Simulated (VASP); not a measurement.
# W: relaxation of cell and atoms with PBE+D3(BJ)

W:

```xyz
1
Lattice="-1.5823 1.5823 1.5823 1.5823 -1.5823 1.5823 1.5823 1.5823 -1.5823" Properties=species:S:1:pos:R:3 pbc="T T T"
W     0.0000    0.0000    0.0000
```

```yaml
Program: VASP 6.6.1
Task: relaxation of cell and atoms
Functional: PBE
Dispersion: D3(BJ)
Potentials_or_basis: VASP PAW PBE potentials, release 64 (W_sv)
Cutoff: 600 eV
k_mesh: 12 × 12 × 12
Occupations: methfessel-paxton, width 0.1 eV
Spin: no spin polarisation
Dipole_correction: no
Further_INCAR_settings: ALGO = Normal; EDIFF = 1e-07; IBRION = 2; EDIFFG = -0.01; NSW = 80; ISIF = 3
```

```yaml
Relaxed_volume: 15.81 Å³/atom
Relaxed_cell: a = 2.739 Å, b = 2.739 Å, c = 2.739 Å, α = 109.47°, β = 109.47°, γ = 109.47°
Space_group_after_relaxing_to_0.1_Å: Im-3m (No. 229)
Energy_gained_by_relaxing: 0.1 meV/atom
Ionic_steps: 3
Pressure_after_relaxing: 0.0 GPa
Band_gap_on_the_k_mesh: zero (bands 7 and 8 overlap by 6.42 eV)
Dispersion_energy_per_atom: -0.697 eV
```

Final structure:
```
CELL_PARAMETERS angstrom
-1.58118 1.58118 1.58118
1.58118 -1.58118 1.58118
1.58118 1.58118 -1.58118
ATOMIC_POSITIONS crystal
W 0.00000 0.00000 0.00000
```

Levels at points of the mesh, in eV from the Fermi level:
| k point | band 3 | band 4 | band 5 | band 6 | band 7 | band 8 | band 9 | band 10 | band 11 |
| --- | --- | --- | --- | --- | --- | --- | --- | --- | --- |
| (0.00, 0.00, 0.00) | -37.64 | -37.64 | -9.55 | -1.14 | -1.14 | -1.14 | 2.37 | 2.37 | 14.62 |
| (0.50, 0.00, 0.00) | -38.07 | -37.65 | -6.19 | -3.48 | 0.79 | 2.26 | 3.24 | 6.27 | 11.22 |
| (0.50, 0.50, 0.50) | -38.55 | -38.55 | -5.75 | -5.75 | 5.28 | 5.28 | 5.28 | 8.37 | 8.37 |

It took 45 s on 1 thread of Intel Xeon 8259CL, on a shared host, peak memory 0.16 GiB.

Caveat: spin-orbit coupling is left out, which moves the levels of the heavy elements.
